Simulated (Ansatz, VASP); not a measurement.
## Two plane-wave programs on W

```
CELL_PARAMETERS angstrom
0.00000 2.27882 1.50949
2.27882 0.00000 1.50949
2.27882 2.27882 0.00000
ATOMIC_POSITIONS crystal
W 0.00000 0.00000 0.00000
```

Alike in both runs: task single point; functional LDA; k mesh 22 × 22 × 22; occupations gaussian, width 0.15 eV; no spin polarisation.

|  | VASP | Ansatz |
| --- | --- | --- |
| version | VASP 6.6.1 | Ansatz 0.2.0 |
| potentials or method | VASP PAW LDA potentials, release 64 (W_sv), cutoff 520 eV | scalar-relativistic, plane waves, PAW |
| valence electrons in the cell | 14 | 14 |

Ansatz gave:

```
gap on the k mesh at the Fermi level (eV)                     : none
pressure (GPa)                                                : -4.9
traceless stress, the component that is largest in VASP (GPa) : 14.44
```

Task: Which values does VASP return?

Result: gap on the k mesh at the Fermi level (eV): none; pressure (GPa): -3.1; traceless stress, the component that is largest in VASP (GPa): 14.48.

Ansatz warns that its potentials were made for another functional, while VASP's fit it. LDA's correlation is that of Perdew and Zunger in VASP and of Perdew and Wang (1992) in Ansatz. A gap of «none» marks a metal or a gap that the smearing closes.

Spin-orbit coupling is off throughout.
